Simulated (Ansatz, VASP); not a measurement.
Two plane-wave programs on SnO2

Contents of INCAR:

```
ALGO = Normal
EDIFF = 1E-6
ENCUT = 520
GGA = PS
ISIF = 2
ISMEAR = -1
LASPH = T
LCHARG = F
LREAL = F
LWAVE = F
NBANDS = 20
NELM = 80
PREC = Accurate
SIGMA = 0.05
```

File KPOINTS:

```
k-points
0
Gamma
  9 9 9
```

Contents of POSCAR:

```
SnO2
1.0
    0.0000000000      2.5911978478      2.5911978478
    2.5911978478      0.0000000000      2.5911978478
    2.5911978478      2.5911978478      0.0000000000
Sn O
1 2
Direct
    0.0000000000      0.0000000000      0.0000000000
    0.7500000000      0.7500000000      0.7500000000
    0.2500000000      0.2500000000      0.2500000000
```

The input input.yaml:

```yaml
crystal:
  lattice:
    - [0.0, 2.5911978478, 2.5911978478]
    - [2.5911978478, 0.0, 2.5911978478]
    - [2.5911978478, 2.5911978478, 0.0]
  atoms:
    - { symbol: Sn, position: [0.0, 0.0, 0.0] }
    - { symbol: O, position: [0.75, 0.75, 0.75] }
    - { symbol: O, position: [0.25, 0.25, 0.25] }
hamiltonian:
  xc: pbesol
  pseudopotentials: { kind: paw }
kpoints:
  mp_grid: { grid: [9, 9, 9] }
scf:
  occupations: { method: fermi_dirac, width: 0.05 }
output:
  forces: true
  stress: true
  eigenvalues: true
  write_density: true
  write_potential: true
  elf: true
  volumetric_format: npy
```

Alike in both runs: task single point; functional PBEsol; k mesh 9 × 9 × 9; occupations fermi-dirac, width 0.05 eV; no spin polarisation.

|  | VASP | Ansatz |
| --- | --- | --- |
| version | VASP 6.6.1 | Ansatz 0.2.0 |
| potentials or method | VASP PAW PBE potentials, release 64 (Sn_d, O) | Ansatz PAW |
| plane-wave cutoff (eV) | 520 | 420 |
| valence electrons in the cell | 26 | 26 |

Ansatz gave:

| Item | Value |
| --- | --- |
| gap on the k mesh at the Fermi level (eV) | none |
| pressure (GPa) | -10.3 |

Q: What did VASP give for the same quantities?

A: gap on the k mesh at the Fermi level (eV): none; pressure (GPa): -9.8.

VASP's potentials were made for PBE, not for PBEsol. A gap of «none» marks a metal or a gap that the smearing closes. With one functional, cell and mesh, what is left measures potentials, basis and numerics.

Noted on Ansatz's run: Pulay correction over one GPa.
